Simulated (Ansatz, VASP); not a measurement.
# GePbSe2 in VASP and in Ansatz

Contents of INCAR:

```
SYSTEM = GePbSe2
PREC = Accurate
ENCUT = 520
EDIFF = 1E-6
ISMEAR = -1
SIGMA = 0.02
LREAL = .False.
LASPH = .True.
NELM = 60
ALGO = Normal
ISIF = 2
LWAVE = .False.
LCHARG = .True.
GGA = PE
LELF = .True.
LVHAR = .True.
NBANDS = 28
```

KPOINTS

```
Automatic mesh
0
Gamma
  8 8 8
  0 0 0
```

POSCAR

```
GePbSe2
1.0
    2.0796469236      1.2006847111      6.8689716706
   -2.0796469236      1.2006847111      6.8689716706
    0.0000000000     -2.4013694223      6.8689716706
Ge Pb Se
1 1 2
Direct
    1.0000000000      0.0000000000      0.0000000000
    0.5000000000      0.5000000000      0.5000000000
    0.2586079003      0.2586079003      0.2586079003
    0.7413920997      0.7413920997      0.7413920997
```

Input for Ansatz:

```yaml
crystal:
  lattice:
    - [2.0796469236, 1.2006847111, 6.8689716706]
    - [-2.0796469236, 1.2006847111, 6.8689716706]
    - [0.0, -2.4013694223, 6.8689716706]
  atoms:
    - { symbol: Ge, position: [1.0, 0.0, 0.0] }
    - { symbol: Pb, position: [0.5, 0.5, 0.5] }
    - { symbol: Se, position: [0.2586079003, 0.2586079003, 0.2586079003] }
    - { symbol: Se, position: [0.7413920997, 0.7413920997, 0.7413920997] }
kpoints:
  mp_grid: { grid: [8, 8, 8] }
  band_path:
    path:
      - [[0.0, 0.0, 0.0], [0.5, 0.5, 0.5], [0.8129636981155, 0.1870363018845, 0.5]]
      - [[0.5, -0.1870363018845, 0.1870363018845], [0.5, -7.561779392716e-18, -7.824077231413e-17], [0.0, 0.0, 0.0], [0.3435181509423, -0.3435181509423, 3.067399588718e-18]]
      - [[0.6564818490577, -1.512355878543e-17, 0.3435181509423], [0.5, -1.512355878543e-17, 0.5], [0.0, 0.0, 0.0]]
    npoints: 10
hamiltonian:
  xc: pbe
scf:
  occupations: { method: fermi_dirac, width: 0.02 }
  n_extra_bands: 5
output:
  forces: true
  stress: true
  eigenvalues: true
  write_density: true
  write_potential: true
  elf: true
  volumetric_format: npy
```

Alike in both runs: task single point; functional PBE; k mesh 8 × 8 × 8; occupations fermi-dirac, width 0.02 eV; no spin polarisation.

|  | VASP | Ansatz |
| --- | --- | --- |
| version | VASP 6.6.1 | Ansatz 0.2.0 |
| potentials or method | VASP PAW PBE potentials, release 64 (Ge_d, Pb_d, Se) | plane waves, PAW |
| plane-wave cutoff (eV) | 520 | 420 |
| valence electrons in the cell | 40 | 60 |

|  | VASP | Ansatz | Ansatz less VASP |
| --- | --- | --- | --- |
| pressure (GPa) | 1.1 | 1.1 | 0.00 |
| rms of the force components (eV/Å) | 0.013 | 0.015 | +0.0014 |

Atom by atom the forces differ by 0.001 eV/Å (rms over components). The functional is the same, so the differences come from potentials, cutoffs and numerics. VASP's potentials hold 40 valence electrons a cell and Ansatz's 60, so a difference there can come from the potentials and not from the codes.

Spin-orbit coupling is off throughout.
